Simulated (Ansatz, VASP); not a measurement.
## Si in VASP and in Ansatz

```xyz
3
Lattice="4.4311 0.0000 0.0000 -2.2156 3.8375 0.0000 0.0000 0.0000 2.5403" Properties=species:S:1:pos:R:3 pbc="T T T"
Si    0.0000    0.0000    0.0000
Si    0.0000    2.5583    1.2701
Si    2.2156    1.2792    1.2701
```

Alike in both runs: task single point; functional r2SCAN; k mesh 9 × 9 × 14; occupations fermi-dirac, width 0.1 eV; no spin polarisation.

```csv
,VASP,Ansatz
version,VASP 6.6.1,Ansatz 0.2.0
potentials or method,"VASP PAW PBE potentials, release 64 (Si), cutoff 550 eV","plane waves (500 eV) with PAW, scalar-relativistic"
valence electrons in the cell,12,12
```

```csv
,VASP,Ansatz,Ansatz less VASP
pressure (GPa),-0.1,-0.1,0.00
"traceless stress, the component that is largest in VASP (GPa)",1.89,1.94,+0.050
```

VASP's potentials were made for PBE, not for r2SCAN. With one functional, cell and mesh, what is left measures potentials, basis and numerics.
